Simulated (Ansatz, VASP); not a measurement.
# Two plane-wave programs on CdSn2

INCAR

```
SYSTEM = CdSn2
PREC = Accurate ; ENCUT = 600
EDIFF = 1E-6 ; ISMEAR = 0
SIGMA = 0.1 ; LREAL = .FALSE.
LASPH = .TRUE. ; NELM = 80
ALGO = Normal ; ISIF = 3
LWAVE = .FALSE. ; LCHARG = .FALSE.
GGA = PE ; IBRION = 2
NSW = 90 ; EDIFFG = -0.04
```

KPOINTS

```
regular mesh
0
G
  6 6 6
  0 0 0
```

The input POSCAR:

```
CdSn2
1.0
   -1.9488252545      1.9488252545      4.7807119525
    1.9488252545     -1.9488252545      4.7807119525
    1.9488252545      1.9488252545     -4.7807119525
Cd Sn
1 2
Direct
    0.0000000000      0.0000000000      0.0000000000
    0.6650000000      0.6650000000      0.0000000000
    0.3350000000      0.3350000000      0.0000000000
```

Input for Ansatz:

```yaml
crystal:
  lattice:
    - [-1.9488252545, 1.9488252545, 4.7807119525]
    - [1.9488252545, -1.9488252545, 4.7807119525]
    - [1.9488252545, 1.9488252545, -4.7807119525]
  atoms:
    - { symbol: Cd, position: [0.0, 0.0, 0.0] }
    - { symbol: Sn, position: [0.665, 0.665, 0.0] }
    - { symbol: Sn, position: [0.335, 0.335, 0.0] }
basis:
  ecutwfc: 420
kpoints:
  mp_grid: { grid: [6, 6, 6] }
hamiltonian:
  xc: pbe
scf:
  occupations: { method: gaussian, width: 0.1 }
  lower_state_search: "off"
output:
  forces: true
  stress: true
  eigenvalues: true
relax:
  adjacent_minimum: "off"
  f_tol: 0.04
  max_steps: 70
  cell: { stress_tol: 0.4 }
```

Alike in both runs: task relaxation of cell and atoms; functional PBE; k mesh 6 × 6 × 6; occupations gaussian, width 0.1 eV; no spin polarisation.

|  | VASP | Ansatz |
| --- | --- | --- |
| version | VASP 6.6.1 | Ansatz 0.2.0 |
| potentials or method | VASP PAW PBE potentials, release 64 (Cd, Sn_d), cutoff 600 eV | scalar-relativistic, plane waves, PAW |
| valence electrons in the cell | 40 | 48 |

```tsv
	VASP	Ansatz	Ansatz less VASP
gap on the k mesh at the Fermi level, each at its own relaxed structure (eV)	none	none	-
relaxed volume (Å³/atom)	26.86	26.86	-0.001
relaxed cell length with the largest relative difference (Å)	5.673	5.687	+0.0142
```

A gap of «none» marks a metal or a gap that the smearing closes. VASP's potentials hold 40 valence electrons a cell and Ansatz's 48, so a difference there can come from the potentials and not from the codes.

The k mesh is coarse, so the values compare programs but aren't converged.
